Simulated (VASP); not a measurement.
# I (Fmmm) in VASP: further runs

The runs below take I through single point, with LDA.

Everything below comes from runs of VASP 6.6.1. Logs are shortened: lines on timing, memory, paths and dates and some standing lists are left out, and cuts for length are marked.

## 1. The cell of the first run

The structure is orthorhombic, space group Fmmm (No. 69). Conventional cell: a = 4.384 Å, b = 4.731 Å, c = 7.820 Å, α = 90.00°, β = 90.00°, γ = 90.00°. Within 4.2 Å of I (site symmetry mmm) lie 4 I at 3.23 Å.

## 2. Single point, LDA

The input, INCAR:

```
SYSTEM = I
  PREC = Accurate
  ENCUT = 520
  EDIFF = 1E-7
  ISMEAR = 0
  SIGMA = 0.15
  LREAL = .False.
  LASPH = .True.
  NELM = 100
  ALGO = Normal
  ISIF = 2
  LWAVE = .False.
  LCHARG = .True.
  LELF = .True.
  LVHAR = .True.
  NBANDS = 10
```

The input, KPOINTS:

```
Automatic mesh
0
Gamma
  16 16 16
  0 0 0
```

The input, POSCAR:

```
I
1.0
    0.0000000000      2.3656004428      3.9098401324
    2.1922454667      0.0000000000      3.9098401324
    2.1922454667      2.3656004428      0.0000000000
I
1
Direct
    0.0000000000      0.0000000000      0.0000000000
```

Potentials or basis: VASP PAW LDA potentials, release 64 (I).

Started as:

```console
> cat potpaw_LDA.64/I/POTCAR > POTCAR
> mpirun -np 1 vasp_std > vasp.out
```

OUTCAR:

```text
SYSTEM = I
   PREC = Accurate
   ENCUT = 520
   EDIFF = 1E-7
   ISMEAR = 0
   LREAL = .False.
   LASPH = .True.
   NELM = 100
   ISIF = 2

 ion  position               nearest neighbor table
   1  0.000  0.000  0.000-

  LATTYP: Found a face centered orthorhombic cell.
 ALAT       =     4.3844909334
 B/A-ratio  =     1.0790764441
 C/A-ratio  =     1.7834864717

  Lattice vectors:

 A1 = (   0.0000000000,   2.3656004428,   3.9098401324)
 A2 = (   2.1922454667,   0.0000000000,   3.9098401324)
 A3 = (   2.1922454667,   2.3656004428,   0.0000000000)

Analysis of symmetry for initial positions (statically):
=====================================================================
 Subroutine PRICEL returns:
 Original cell was already a primitive cell.

 Routine SETGRP: Setting up the symmetry group for a
 face centered orthorhombic supercell.

 Subroutine GETGRP returns: Found  8 space group operations
 (whereof  8 operations were pure point group operations)
 out of a pool of  8 trial point group operations.

The static configuration has the point symmetry D_2h.

Analysis of symmetry for dynamics (positions and initial velocities):
=====================================================================
 Subroutine PRICEL returns:
 Original cell was already a primitive cell.

 Routine SETGRP: Setting up the symmetry group for a
 face centered orthorhombic supercell.

 Subroutine GETGRP returns: Found  8 space group operations
 (whereof  8 operations were pure point group operations)
 out of a pool of  8 trial point group operations.

The dynamic configuration has the point symmetry D_2h.

 Subroutine INISYM returns: Found  8 space group operations
 (whereof  8 operations are pure point group operations),
 and found     1 'primitive' translations

----------------------------------------------------------------------------------------

                                     Primitive cell

  volume of cell :      40.5527

  direct lattice vectors                    reciprocal lattice vectors
     0.000000000  2.365600443  3.909840132    -0.228076649  0.211362828  0.127882467
     2.192245467  0.000000000  3.909840132     0.228076649 -0.211362828  0.127882467
     2.192245467  2.365600443  0.000000000     0.228076649  0.211362828 -0.127882467

  length of vectors
[... 77 lines left out ...]
   LASPH  =      T    aspherical Exc in radial PAW
   ENCUT  =  520.0 eV  38.22 Ry    6.18 a.u.   8.50  8.33  6.00*2*pi/ulx,y,z
   NELM   =    100;   NELMIN=  2; NELMDL= -5     # of ELM steps
   EDIFF  = 0.1E-06   stopping-criterion for ELM
   LREAL  =      F    real-space projection
   EDIFFG = 0.1E-05   stopping-criterion for IOM
   NSW    =      0    number of steps for IOM
   IBRION =     -1    ionic relax: 0-MD 1-quasi-New 2-CG
   NFREE  =      0    steps in history (QN), initial steepest desc. (CG)
   ISIF   =      2    stress and relaxation
   ISYM   =      2    0-nonsym 1-usesym 2-fastsym
   POTIM  = 0.5000    time-step for ionic-motion
   TEBEG  =    0.0;   TEEND  =   0.0 temperature during run
   PSTRESS=    0.0 pullay stress
   NELECT =       7.0000    total number of electrons
   NUPDOWN=      -1.0000    fix difference up-down
   EMIN   =  10.00;   EMAX   =-10.00  energy-range for DOS
   EFERMI =   0.00;   METHOD = LEGACY
   ISMEAR =     0;   SIGMA  =   0.15  broadening in eV -4-tet -1-fermi 0-gaus
   EFERMI_NEDOS =   21; number of points for ismear=-14 and -15
   IALGO  =     38    algorithm
   IMIX   =      4    mixing-type and parameters
     AMIX     =   0.40;   BMIX     =  1.00
     AMIX_MAG =   1.60;   BMIX_MAG =  1.00
  volume/ion in A,a.u.               =      40.55       273.66
  Fermi-wavevector in a.u.,A,eV,Ry     =   0.911523  1.722529 11.304731  0.830874
  Thomas-Fermi vector in A             =   2.035812
   LORBIT       =      0    0 simple, 1 ext, 2 COOP (PROOUT), +10 PAW based schemes
   GGA     = CA    functional components
   LHFCALC =     F    Hartree Fock is set to
   AEXX    =    0.0000 exact exchange contribution
   IVDW    =     0    specifies the selected vdW correction
   LEPSILON=     F    determine dielectric tensor
   LRPA    =     F    only Hartree local field effects (RPA)
 non-spin polarized calculation
 Gauss-broadening in eV      SIGMA  =   0.15
  energy-cutoff  :      520.00
  volume of cell :       40.55
 maximum number of plane-waves:      1112
 NGX is ok and might be reduce to    36
   NGX = 17   NGY = 17   NGZ = 11

 number of electron       7.0000000 magnetization

 Free energy of the ion-electron system (eV)
  ---------------------------------------------------
  ext. energy  EPLUGINS =         0.00000000
  ---------------------------------------------------
  free energy    TOTEN  =        -1.93966400 eV

  energy without entropy =       -1.93603005  energy(sigma->0) =       -1.93784702

 E-fermi :   3.2533     XC(G=0):  -8.6033

 val. band max:        3.2320785166   @ k =   0.3750   0.1875   0.1250
 cond. band min:       3.2645246807   @ k =   0.3125   0.1250   0.1250
 fundamental gap:      0.0324461641
 Fermi energy:         3.2533178574

 k-point     1 :       0.0000    0.0000    0.0000
  band No.  band energies     occupation
      1     -10.5944      2.00000
      2       1.4117      2.00000
      3       4.0726      0.00000
      4       4.3514      0.00000
      5       7.5797      0.00000
      6      10.8399      0.00000
      7      11.4379      0.00000
      8      15.3834      0.00000
      9      15.5309      0.00000
     10      15.6906      0.00000
[... 287 lines left out ...]
 k-point    24 :      -0.0625    0.0625   -0.0000
  band No.  band energies     occupation
      1     -10.4378      2.00000
      2       1.5210      2.00000
      3       2.8666      1.99973
      4       4.3319      0.00000
      5       7.8619      0.00000
      6      11.2632      0.00000
      7      12.7538      0.00000
      8      12.8516      0.00000
      9      15.6413      0.00000
     10      16.2511      0.00000

 [... further k-points ...]
[... 5 lines left out ...]
  --------------------------------------------------------------------------------------
  -------------------------------------------------------------------------------------
  Total       -0.6837325     -0.8311727     -0.2620515      0.0000000      0.0000000      0.0000000
  in kB      -27.0132732    -32.8384225    -10.3532725      0.0000000      0.0000000      0.0000000
  external PRESSURE =     -23.4016561 kB  Pullay stress =       0.0000000 kB

 VOLUME and BASIS-vectors are now :
 -----------------------------------------------------------------------------
  energy-cutoff  :      520.00
  volume of cell :       40.55
      direct lattice vectors                 reciprocal lattice vectors
     0.000000000  2.365600443  3.909840132    -0.228076649  0.211362828  0.127882467
     2.192245467  0.000000000  3.909840132     0.228076649 -0.211362828  0.127882467
     2.192245467  2.365600443  0.000000000     0.228076649  0.211362828 -0.127882467

 POSITION                                       TOTAL-FORCE (eV/Angst)
 -----------------------------------------------------------------------------------
      0.00000      0.00000      0.00000         0.000000      0.000000      0.000000
 -----------------------------------------------------------------------------------
    total drift:                                0.000000      0.000000      0.000000

  FREE ENERGIE OF THE ION-ELECTRON SYSTEM (eV)
  ---------------------------------------------------
  free  energy   TOTEN  =        -1.9396639989 eV

  energy  without entropy=       -1.9360300494  energy(sigma->0) =       -1.93784702
```

OSZICAR:

```text
N       E                     dE             d eps       ncg     rms          rms(c)
DAV:   1     0.199070589964E+02    0.19907E+02   -0.24125E+03 12420   0.489E+02
DAV:   2    -0.104457763752E+01   -0.20952E+02   -0.20256E+02 15974   0.822E+01
DAV:   3    -0.196785366842E+01   -0.92328E+00   -0.91738E+00 15506   0.176E+01
DAV:   4    -0.197711995980E+01   -0.92663E-02   -0.92653E-02 15612   0.215E+00
DAV:   5    -0.197726059529E+01   -0.14064E-03   -0.14063E-03 15614   0.241E-01    0.499E+00
DAV:   6    -0.195042685742E+01    0.26834E-01   -0.20466E-02 13840   0.659E-01    0.307E+00
DAV:   7    -0.193985561948E+01    0.10571E-01   -0.39944E-02 13630   0.937E-01    0.184E-01
DAV:   8    -0.193966489620E+01    0.19072E-03   -0.18394E-03 13642   0.261E-01    0.322E-02
DAV:   9    -0.193966419530E+01    0.70090E-06   -0.27321E-05 15526   0.374E-02    0.127E-02
DAV:  10    -0.193966399046E+01    0.20485E-06   -0.14874E-06 15788   0.656E-03    0.349E-03
DAV:  11    -0.193966399887E+01   -0.84144E-08   -0.12950E-07 14152   0.194E-03
   1 F= -.19396640E+01 E0= -.19378470E+01  d E =-.363395E-02
```

stdout:

```text
POSCAR found type information on POSCAR I
 POSCAR found :  1 types and       1 ions
 scaLAPACK will be used
 LDA part: xc-table for (Slater(with rela. corr.)+CA(PZ))
 , standard interpolation
 POSCAR, INCAR and KPOINTS ok, starting setup
 FFT: planning ... GRIDC
 FFT: planning ... GRID_SOFT
 FFT: planning ... GRID
 WAVECAR not read
 entering main loop
```

Run time: 2.7 min. Hardware: 1 thread of Intel Xeon Platinum 8259CL at 2.50GHz (Skylake/Cascade Lake), shared host; peak memory 0.34 GiB.

What came out:

| Property | Result |
| --- | --- |
| Free energy | -1.9397 eV |
| Pressure | -2.3 GPa |

Caveat: spin-orbit coupling is left out, which moves the levels of the heavy elements; an odd number of electrons without spin polarisation forces a metal; a magnetic or distorted state may lie lower.

## 3. Single point, LDA

The input, INCAR:

```
SYSTEM = I
PREC = Accurate
ENCUT = 520
EDIFF = 1E-6
ISMEAR = 0
SIGMA = 0.15
LREAL = .False.
LASPH = .True.
NELM = 100
ALGO = Normal
ISIF = 2
LWAVE = .False.
LCHARG = .False.
GGA = CA
NBANDS = 10
```

The input, KPOINTS:

```
regular mesh
0
Gamma
  18 18 18
  0 0 0
```

POSCAR is that of step 2.

Potentials or basis: VASP PAW LDA potentials, release 64 (I).

Started as:

```console
> cat potpaw_LDA.64/I/POTCAR > POTCAR
> mpirun -np 1 vasp_std > vasp.out
```

Wall time 3.4 min (1 thread of Intel Xeon Platinum 8259CL at 2.50GHz (Skylake/Cascade Lake), shared host); peak memory 0.42 GiB.

Results (log left out):

```
Free energy : -1.9320 eV
Pressure    : -2.2 GPa
```

Stress tensor (GPa, compression positive):
```
-2.60  0.00  0.00
 0.00 -3.06  0.00
 0.00  0.00 -1.06
```

Levels at points of the mesh, in eV from the Fermi level:
```tsv
k point	band 1	band 2	band 3	band 4	band 5	band 6	band 7	band 8	band 9
(0.00, 0.00, 0.00)	-13.79	-1.79	0.88	1.15	4.38	7.64	8.24	12.18	12.33
(0.50, 0.00, 0.00)	-12.34	-5.12	-1.59	1.80	4.72	9.22	10.50	11.99	12.40
(0.50, 0.50, 0.00)	-13.54	-3.99	0.65	0.94	7.09	7.28	10.55	14.67	15.29
(0.50, 0.00, 0.50)	-11.05	-4.29	-3.36	-0.33	3.96	6.60	9.69	10.36	11.05
(0.00, 0.50, 0.50)	-11.01	-3.97	-3.66	-0.63	3.90	5.73	10.46	10.58	11.95
```

Caveat: spin-orbit coupling is left out, which moves the levels of the heavy elements; an odd number of electrons without spin polarisation forces a metal; a magnetic or distorted state may lie lower.
